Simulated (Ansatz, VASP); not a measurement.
**CdS: VASP beside Ansatz**

Contents of INCAR:

```
PREC = Accurate
ENCUT = 520
EDIFF = 1E-8
ISMEAR = -1
SIGMA = 0.02
LREAL = F
LASPH = T
NELM = 100
ALGO = Normal
ISIF = 2
LWAVE = F
LCHARG = F
LEFG = T
NBANDS = 26
```

KPOINTS

```
Automatic mesh
0
Gamma
  8 8 4
```

The input POSCAR:

```
CdS
1.0
    4.0521032193      0.0000000000      0.0000000000
   -2.0260516097      3.5092243267      0.0000000000
    0.0000000000      0.0000000000      6.7490000000
Cd S
2 2
Direct
    0.3333333333      0.6666666667      0.0000000000
    0.6666666667      0.3333333333      0.5000000000
    0.3333333333      0.6666666667      0.3850000000
    0.6666666667      0.3333333333      0.8850000000
```

Input for Ansatz:

```yaml
crystal:
  lattice:
    - [4.0521032193, 0.0, 0.0]
    - [-2.0260516097, 3.5092243267, 0.0]
    - [0.0, 0.0, 6.749]
  atoms:
    - { symbol: Cd, position: [0.3333333333, 0.6666666667, 0.0] }
    - { symbol: Cd, position: [0.6666666667, 0.3333333333, 0.5] }
    - { symbol: S, position: [0.3333333333, 0.6666666667, 0.385] }
    - { symbol: S, position: [0.6666666667, 0.3333333333, 0.885] }
kpoints:
  mp_grid: { grid: [8, 8, 4] }
scf:
  occupations: { method: fermi_dirac, width: 0.02 }
hamiltonian:
  xc: lda
  pseudopotentials: { kind: paw }
output:
  forces: true
  stress: true
  eigenvalues: true
  efg: { contact_densities: true }
```

Change from the starting cell: equal xx and yy strain of -2 %, PAW files.

Alike in both runs: task electric field gradients; functional LDA; k mesh 8 × 8 × 4; occupations fermi-dirac, width 0.02 eV; no spin polarisation.

|  | VASP | Ansatz |
| --- | --- | --- |
| version | VASP 6.6.1 | Ansatz 0.2.0 |
| potentials or method | VASP PAW LDA potentials, release 64 (Cd, S) | PAW with Ansatz's default frozen-core files, scalar-relativistic |
| plane-wave cutoff (eV) | 520 | 420 |
| valence electrons in the cell | 36 | 52 |

Ansatz gave:

* gap on the k mesh at the Fermi level (eV): 1.01
* pressure (GPa): -0.1
* traceless stress, the component that is largest in VASP (GPa): -2.93
* rms of the force components (eV/Å): 0.230
* size of Vzz on the site where it differs most (V/Å²): 46.9

Question: Which values does VASP return?

Answer: gap on the k mesh at the Fermi level (eV): 1.04; pressure (GPa): 0.5; traceless stress, the component that is largest in VASP (GPa): -3.06; rms of the force components (eV/Å): 0.242; size of Vzz on the site where it differs most (V/Å²): 54.4.

LDA's correlation is that of Perdew and Zunger in VASP and of Perdew and Wang (1992) in Ansatz. Atom by atom the forces differ by 0.012 eV/Å (rms over components). VASP's potentials hold 36 valence electrons a cell and Ansatz's 52, so a difference there can come from the potentials and not from the codes.
